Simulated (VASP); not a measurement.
Set up this calculation in VASP 6.6.1, as the native input.

| Quantity | Value |
| --- | --- |
| Task | single point |
| Functional | LDA |
| Potentials or basis | VASP PAW LDA potentials, release 64 (Ru_sv) |
| Cutoff | 560 eV |
| k mesh | 20 × 20 × 12 |
| Occupations | fermi-dirac, width 0.1 eV |
| Spin | no spin polarisation |
| Dipole correction | no |
| Further INCAR settings | ALGO = Normal; EDIFF = 1e-06; NBANDS = 23 |

The structure of Ru lies in POSCAR:

```
Ru
1.0
    2.6660821565      0.0000000000      0.0000000000
   -1.3330410782      2.3088948761      0.0000000000
    0.0000000000      0.0000000000      4.2089568548
Ru
2
Direct
    0.3333333333      0.6666666667      0.2500000000
    0.6666666667      0.3333333333      0.7500000000
```

These files were run (other wordings do the same):

INCAR

```
SYSTEM = Ru
PREC = Accurate
ENCUT = 560
EDIFF = 1E-6
ISMEAR = -1
SIGMA = 0.1
LREAL = .FALSE.
LASPH = .TRUE.
NELM = 120
ALGO = Normal
ISIF = 2
LWAVE = .FALSE.
LCHARG = .TRUE.
LELF = .TRUE.
LVHAR = .TRUE.
NBANDS = 23
GGA_COMPAT = .FALSE.
```

KPOINTS

```
regular mesh
0
G
  20 20 12
  0 0 0
```

Potentials or basis: VASP PAW LDA potentials, release 64 (Ru_sv).

Run with:

```sh
$ cat potpaw_LDA.64/Ru_sv/POTCAR > POTCAR
$ mpirun -np 1 vasp_std > vasp.out
```

Results of the run:

| Quantity | Value |
| --- | --- |
| Pressure | 4.6 GPa |
| Band gap on the k mesh | zero (bands 16 and 17 overlap by 3.51 eV) |

Caveat: the cell stands under pressure.

It took 2.8 min on 1 thread of Intel(R) Xeon(R) Platinum 8259CL CPU @ 2.50GHz (Skylake/Cascade Lake), with other jobs on the host, peak memory 0.26 GiB.
